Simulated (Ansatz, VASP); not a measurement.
# Sb: VASP beside Ansatz

```
Sb
1.0
    -1.89592    1.89592    1.89592
     1.89592   -1.89592    1.89592
     1.89592    1.89592   -1.89592
Sb
1
Direct
  0.00000 0.00000 0.00000
```

Alike in both runs: task electric field gradients; functional PBE; k mesh 17 × 17 × 17; occupations fermi-dirac, width 0.05 eV; non-collinear spin, spin-orbit coupling.

```csv
,VASP,Ansatz
version,VASP 6.6.1,Ansatz 0.2.0
potentials or method,"VASP PAW PBE potentials, release 64 (Sb)","PAW with Ansatz's default frozen-core files, fully relativistic files with spin-orbit coupling"
plane-wave cutoff (eV),520,420
valence electrons in the cell,5,15
```

|  | VASP | Ansatz | Ansatz less VASP |
| --- | --- | --- | --- |
| pressure (GPa) | 0.0 | 0.1 | +0.12 |
| net moment per atom (μB) | 0.00 | 0.00 | 0.000 |

VASP's potentials hold 5 valence electrons a cell and Ansatz's 15, so a difference there can come from the potentials and not from the codes.
